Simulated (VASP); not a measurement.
# Bi (R-3m) in VASP: a series of runs

The runs below take Bi through single point, with PBE+D3(BJ).

Program: VASP 6.6.1. These are calculated values, not measurements. Logs are shortened: lines on timing, memory, paths and dates and some standing lists are left out, and cuts for length are marked.

**1. The cell of the first run**

The structure is trigonal, space group R-3m (No. 166). The conventional cell has a = 4.534 Å, b = 4.534 Å, c = 11.627 Å, α = 90.00°, β = 90.00°, γ = 120.00°. Bi (site symmetry 3m) has 6 Bi at 3.10 to 3.43 Å within 4.1 Å.

**2. Single point, PBE+D3(BJ)**

Contents of INCAR:

```
SYSTEM = Bi
PREC     = Accurate       ! precision mode
ENCUT    = 520            ! plane-wave cutoff, eV
EDIFF    = 1E-7           ! SCF threshold, eV
ISMEAR   = -1             ! smearing method
SIGMA    = 0.15           ! smearing width, eV
LREAL    = .False.        ! projectors in reciprocal space
LASPH    = .True.         ! aspherical terms in the spheres
NELM     = 60             ! most SCF steps
ALGO     = Fast           ! electronic algorithm
ISIF     = 2              ! what is computed and relaxed
LWAVE    = .False.        ! write WAVECAR
LCHARG   = .True.         ! write CHGCAR
GGA      = PE             ! functional
IVDW     = 12             ! dispersion correction
LELF     = .True.         ! ELF
LVHAR    = .True.       
NBANDS   = 22             ! bands
```

Contents of KPOINTS:

```
Automatic mesh
0
Gamma
  18 18 18
  0 0 0
```

Contents of POSCAR:

```
Bi
1.0
    2.2668066453      1.3087414269      3.8756037004
   -2.2668066453      1.3087414269      3.8756037004
    0.0000000000     -2.6174828538      3.8756037004
Bi
2
Direct
    0.2379145629      0.2379145629      0.2379145629
    0.7620854371      0.7620854371      0.7620854371
```

Potentials or basis: VASP PAW PBE potentials, release 64 (Bi_d).

On the command line:

```console
cat potpaw_PBE.64/Bi_d/POTCAR > POTCAR
mpirun -np 1 vasp_std > vasp.out
```

OUTCAR:

```text
SYSTEM = Bi
   PREC = Accurate
   ENCUT = 520
   EDIFF = 1E-7
   ISMEAR = -1
   LREAL = .False.
   LASPH = .True.
   NELM = 60
   ISIF = 2
   GGA = PE
   IVDW = 12
 IVDW          = 12

 ion  position               nearest neighbor table
   1  0.238  0.238  0.238-   2 3.10   2 3.10   2 3.10   2 3.43   2 3.43   2 3.43
   2  0.762  0.762  0.762-   1 3.10   1 3.10   1 3.10   1 3.43   1 3.43   1 3.43

  LATTYP: Found a trigonal (rhomboedric) cell.
 ALAT       =     4.6766997479
 COS(alpha) =     0.5301275593

  Lattice vectors:

 A1 = (   2.2668066453,   1.3087414269,   3.8756037004)
 A2 = (  -2.2668066453,   1.3087414269,   3.8756037004)
 A3 = (   0.0000000000,  -2.6174828538,   3.8756037004)

Analysis of symmetry for initial positions (statically):
=====================================================================
 Subroutine PRICEL returns:
 Original cell was already a primitive cell.

 Routine SETGRP: Setting up the symmetry group for a
 trigonal (rhombohedral) supercell.

 Subroutine GETGRP returns: Found 12 space group operations
 (whereof 12 operations were pure point group operations)
 out of a pool of 12 trial point group operations.

The static configuration has the point symmetry D_3d.

Analysis of symmetry for dynamics (positions and initial velocities):
=====================================================================
 Subroutine PRICEL returns:
 Original cell was already a primitive cell.

 Routine SETGRP: Setting up the symmetry group for a
 trigonal (rhombohedral) supercell.

 Subroutine GETGRP returns: Found 12 space group operations
 (whereof 12 operations were pure point group operations)
 out of a pool of 12 trial point group operations.

The dynamic configuration has the point symmetry D_3d.

 Subroutine INISYM returns: Found 12 space group operations
 (whereof 12 operations are pure point group operations),
 and found     1 'primitive' translations

----------------------------------------------------------------------------------------

                                     Primitive cell

  volume of cell :      68.9857

  direct lattice vectors                    reciprocal lattice vectors
     2.266806645  1.308741427  3.875603700     0.220574614  0.127348813  0.086008106
    -2.266806645  1.308741427  3.875603700    -0.220574614  0.127348813  0.086008106
     0.000000000 -2.617482854  3.875603700     0.000000000 -0.254697625  0.086008106

  length of vectors
     4.676699748  4.676699748  4.676699748     0.268827593  0.268827593  0.268827593

[... 79 lines left out ...]
   NELM   =     60;   NELMIN=  2; NELMDL= -5     # of ELM steps
   EDIFF  = 0.1E-06   stopping-criterion for ELM
   LREAL  =      F    real-space projection
   EDIFFG = 0.1E-05   stopping-criterion for IOM
   NSW    =      0    number of steps for IOM
   IBRION =     -1    ionic relax: 0-MD 1-quasi-New 2-CG
   NFREE  =      0    steps in history (QN), initial steepest desc. (CG)
   ISIF   =      2    stress and relaxation
   ISYM   =      2    0-nonsym 1-usesym 2-fastsym
   POTIM  = 0.5000    time-step for ionic-motion
   TEBEG  =    0.0;   TEEND  =   0.0 temperature during run
   PSTRESS=    0.0 pullay stress
   NELECT =      30.0000    total number of electrons
   NUPDOWN=      -1.0000    fix difference up-down
   EMIN   =  10.00;   EMAX   =-10.00  energy-range for DOS
   EFERMI =   0.00;   METHOD = LEGACY
   ISMEAR =    -1;   SIGMA  =   0.15  broadening in eV -4-tet -1-fermi 0-gaus
   EFERMI_NEDOS =   21; number of points for ismear=-14 and -15
   IALGO  =     68    algorithm
   IMIX   =      4    mixing-type and parameters
     AMIX     =   0.40;   BMIX     =  1.00
     AMIX_MAG =   1.60;   BMIX_MAG =  1.00
  volume/ion in A,a.u.               =      34.49       232.77
  Fermi-wavevector in a.u.,A,eV,Ry     =   1.240306  2.343839 20.930653  1.538360
  Thomas-Fermi vector in A             =   2.374753
   LORBIT       =      0    0 simple, 1 ext, 2 COOP (PROOUT), +10 PAW based schemes
   GGA     = PE    functional components
   LHFCALC =     F    Hartree Fock is set to
   AEXX    =    0.0000 exact exchange contribution
   IVDW    =    12    specifies the selected vdW correction
   LEPSILON=     F    determine dielectric tensor
   LRPA    =     F    only Hartree local field effects (RPA)
 non-spin polarized calculation
 RMM-DIIS sequential band-by-band and
  energy-cutoff  :      520.00
  volume of cell :       68.99
 maximum number of plane-waves:      1889
   NGX = 17   NGY = 17   NGZ = 17

 number of electron      29.9999999 magnetization

 Free energy of the ion-electron system (eV)
  ---------------------------------------------------
  ext. energy  EPLUGINS =         0.00000000
  ---------------------------------------------------
  free energy    TOTEN  =        -7.75593131 eV

  energy without entropy =       -7.70877247  energy(sigma->0) =       -7.73235189

 E-fermi :   6.5983     XC(G=0):  -9.6391

 val. band max:        6.5522639390   @ k =   0.2222   0.2222   0.1111
 cond. band min:       6.6007701984   @ k =  -0.4444   0.5000   0.4444
 fundamental gap:      0.0485062594
 Fermi energy:         6.5982899318

 k-point     1 :       0.0000    0.0000    0.0000
  band No.  band energies     occupation
      1     -16.3945      2.00000
      2     -16.3945      2.00000
      3     -16.2413      2.00000
      4     -16.2413      2.00000
      5     -16.2335      2.00000
      6     -16.0549      2.00000
[... 589 lines left out ...]
     21      13.5733      0.00000
     22      15.4885      0.00000

 [... further k-points ...]

------------------------ aborting loop because EDIFF is reached ----------------------------------------

 Edisp (eV)   -0.92590

 E8    (eV) :    -0.4600

  FORCE on cell =-STRESS in cart. coord.  units (eV):
  Direction    XX          YY          ZZ          XY          YZ          ZX
  --------------------------------------------------------------------------------------
  -------------------------------------------------------------------------------------
  Total      -0.02308    -0.02308    -0.02539     0.00000    -0.00000     0.00000
  in kB      -0.53608    -0.53608    -0.58969     0.00000    -0.00000     0.00000
  external pressure =       -0.55 kB  Pullay stress =        0.00 kB

 VOLUME and BASIS-vectors are now :
 -----------------------------------------------------------------------------
  energy-cutoff  :      520.00
  volume of cell :       68.99
      direct lattice vectors                 reciprocal lattice vectors
     2.266806645  1.308741427  3.875603700     0.220574614  0.127348813  0.086008106
    -2.266806645  1.308741427  3.875603700    -0.220574614  0.127348813  0.086008106
     0.000000000 -2.617482854  3.875603700     0.000000000 -0.254697625  0.086008106

 POSITION                                       TOTAL-FORCE (eV/Angst)
 -----------------------------------------------------------------------------------
      0.00000      0.00000      2.76619         0.000000     -0.000000      0.006333
      0.00000      0.00000      8.86062         0.000000      0.000000     -0.006333
 -----------------------------------------------------------------------------------
    total drift:                                0.000000     -0.000000      0.000000

  FREE ENERGIE OF THE ION-ELECTRON SYSTEM (eV)
  ---------------------------------------------------
  free  energy   TOTEN  =        -8.6818337820 eV

  energy  without entropy=       -8.6346749336  energy(sigma->0) =       -8.65825436
```

stdout:

```text
POSCAR found type information on POSCAR Bi
 POSCAR found :  1 types and       2 ions
 scaLAPACK will be used
 LDA part: xc-table for (Slater+PW92), standard interpolation
 POSCAR, INCAR and KPOINTS ok, starting setup
 FFT: planning ... GRIDC
 FFT: planning ... GRID_SOFT
 FFT: planning ... GRID
 WAVECAR not read
 entering main loop
WARNING in EDDRMM: call to ZHEGV failed, returncode =   8  4     22
WARNING in EDDRMM: call to ZHEGV failed, returncode =   8  4     21
WARNING in EDDRMM: call to ZHEGV failed, returncode =   8  4     22
WARNING in EDDRMM: call to ZHEGV failed, returncode =   8  4     22
 num prob  num prob WARNING in EDDRMM: call to ZHEGV failed, returncode =   6  3     21
WARNING in EDDRMM: call to ZHEGV failed, returncode =   8  4     20
WARNING in EDDRMM: call to ZHEGV failed, returncode =   6  3     20
```

Run time: 10 min. Hardware: 1 thread of AMD EPYC 9R45 (Zen 5), shared host; peak memory 0.71 GiB.

What came out:

```yaml
Free_energy: -8.6818 eV
Pressure: -0.1 GPa
Largest_force: 0.006 eV/Å
Band_gap_on_the_k_mesh: zero (bands 15 and 16 overlap by 0.25 eV)
Dispersion_energy_per_atom: -0.463 eV
```

Forces on the atoms (eV/Å):
```
Bi   0.000  0.000  0.006
Bi   0.000  0.000 -0.006
```

Levels at points of the mesh, in eV from the Fermi level:
```tsv
k point	band 12	band 13	band 14	band 15	band 16	band 17	band 18	band 19
(0.00, 0.00, 0.00)	-7.46	-1.56	-1.29	-1.29	2.76	3.01	3.01	5.43
(0.50, 0.00, 0.00)	-10.69	-1.13	-1.00	-0.31	-0.30	0.29	0.68	7.72
(0.50, 0.50, 0.00)	-9.45	-4.90	-3.17	-3.02	2.45	4.98	5.30	6.91
(0.50, 0.50, 0.50)	-10.24	-0.82	-0.54	-0.54	0.43	0.43	0.47	7.31
```

Caveat: spin-orbit coupling is left out, which moves the levels of the heavy elements.

**3. Single point, PBE+D3(BJ)**

This run uses another cell than the first one, of 34.58 Å³/atom.

Contents of INCAR:

```
SYSTEM = Bi
  ALGO = Fast
  EDIFF = 1E-6
  ENCUT = 520
  GGA = PE
  ISIF = 2
  ISMEAR = 0
  IVDW = 12
  LASPH = .TRUE.
  LCHARG = .FALSE.
  LREAL = .FALSE.
  LWAVE = .FALSE.
  NBANDS = 22
  NELM = 80
  PREC = Accurate
  SIGMA = 0.1
```

Contents of KPOINTS:

```
k-points
0
G
  18 18 18
  0 0 0
```

Contents of POSCAR:

```
Bi
1.0
    2.2662589479      1.3084252136      3.8873828239
   -2.2662589479      1.3084252136      3.8873828239
    0.0000000000     -2.6168504273      3.8873828239
Bi
2
Direct
    0.2371737290      0.2371737290      0.2371737290
    0.7628262710      0.7628262710      0.7628262710
```

Potentials or basis: VASP PAW PBE potentials, release 64 (Bi_d).

On the command line:

```console
cat potpaw_PBE.64/Bi_d/POTCAR > POTCAR
mpirun -np 1 vasp_std > vasp.out
```

OUTCAR:

```text
SYSTEM = Bi
   EDIFF = 1E-6
   ENCUT = 520
   GGA = PE
   ISIF = 2
   ISMEAR = 0
   IVDW = 12
   LASPH = .TRUE.
   LREAL = .FALSE.
   NELM = 80
   PREC = Accurate
 IVDW          = 12

 ion  position               nearest neighbor table
   1  0.237  0.237  0.237-   2 3.09   2 3.09   2 3.09   2 3.45   2 3.45   2 3.45
   2  0.763  0.763  0.763-   1 3.09   1 3.09   1 3.09   1 3.45   1 3.45   1 3.45

  LATTYP: Found a trigonal (rhomboedric) cell.
 ALAT       =     4.6861126083
 COS(alpha) =     0.5322394212

  Lattice vectors:

 A1 = (   2.2662589479,   1.3084252136,   3.8873828239)
 A2 = (  -2.2662589479,   1.3084252136,   3.8873828239)
 A3 = (   0.0000000000,  -2.6168504273,   3.8873828239)

Analysis of symmetry for initial positions (statically):
=====================================================================
 Subroutine PRICEL returns:
 Original cell was already a primitive cell.

 Routine SETGRP: Setting up the symmetry group for a
 trigonal (rhombohedral) supercell.

 Subroutine GETGRP returns: Found 12 space group operations
 (whereof 12 operations were pure point group operations)
[... 161 lines left out ...]
  free energy    TOTEN  =        -7.74212419 eV

  energy without entropy =       -7.74116585  energy(sigma->0) =       -7.74164502

 E-fermi :   6.5480     XC(G=0):  -9.6230

 val. band max:        6.5161881736   @ k =   0.3333   0.2778   0.2222
 cond. band min:       6.5818042329   @ k =  -0.4444   0.5000   0.4444
 fundamental gap:      0.0656160592
 Fermi energy:         6.5479925327

 k-point     1 :       0.0000    0.0000    0.0000
  band No.  band energies     occupation
      1     -16.4169      2.00000
      2     -16.4169      2.00000
      3     -16.2639      2.00000
      4     -16.2639      2.00000
      5     -16.2544      2.00000
      6     -16.0770      2.00000
[... 589 lines left out ...]
     21      13.5502      0.00000
     22      15.4562      0.00000

 [... further k-points ...]

------------------------ aborting loop because EDIFF is reached ----------------------------------------

 Edisp (eV)   -0.92350

 E8    (eV) :    -0.4588

  FORCE on cell =-STRESS in cart. coord.  units (eV):
  Direction    XX          YY          ZZ          XY          YZ          ZX
  --------------------------------------------------------------------------------------
  -------------------------------------------------------------------------------------
  Total      -0.01172    -0.01172    -0.01261     0.00000     0.00000     0.00000
  in kB      -0.27155    -0.27155    -0.29213     0.00000     0.00000     0.00000
  external pressure =       -0.28 kB  Pullay stress =        0.00 kB

 VOLUME and BASIS-vectors are now :
 -----------------------------------------------------------------------------
  energy-cutoff  :      520.00
  volume of cell :       69.16
      direct lattice vectors                 reciprocal lattice vectors
     2.266258948  1.308425214  3.887382824     0.220627921  0.127379590  0.085747493
    -2.266258948  1.308425214  3.887382824    -0.220627921  0.127379590  0.085747493
     0.000000000 -2.616850427  3.887382824     0.000000000 -0.254759179  0.085747493

 POSITION                                       TOTAL-FORCE (eV/Angst)
 -----------------------------------------------------------------------------------
      0.00000     -0.00000      2.76596         0.000000     -0.000000      0.005650
      0.00000     -0.00000      8.89619         0.000000      0.000000     -0.005650
 -----------------------------------------------------------------------------------
    total drift:                                0.000000      0.000000     -0.000000

  FREE ENERGIE OF THE ION-ELECTRON SYSTEM (eV)
  ---------------------------------------------------
  free  energy   TOTEN  =        -8.6656241001 eV

  energy  without entropy=       -8.6646657604  energy(sigma->0) =       -8.66514493
```

Wall time 8.9 min (1 thread of AMD EPYC 9R45 (Zen 5), shared host); peak memory 0.71 GiB.

Results:

| Quantity | Value |
| --- | --- |
| Free energy | -8.6656 eV |
| Pressure | 0.0 GPa |
| Largest force | 0.006 eV/Å |
| Band gap on the k mesh | zero (bands 15 and 16 overlap by 0.24 eV) |
| Dispersion energy per atom | -0.462 eV |

Forces on the atoms (eV/Å):
```
Bi   0.000  0.000  0.006
Bi   0.000  0.000 -0.006
```

Caveat: spin-orbit coupling is left out, which moves the levels of the heavy elements.

The gap in the log of VASP goes by the Fermi energy; the results here count the filled bands.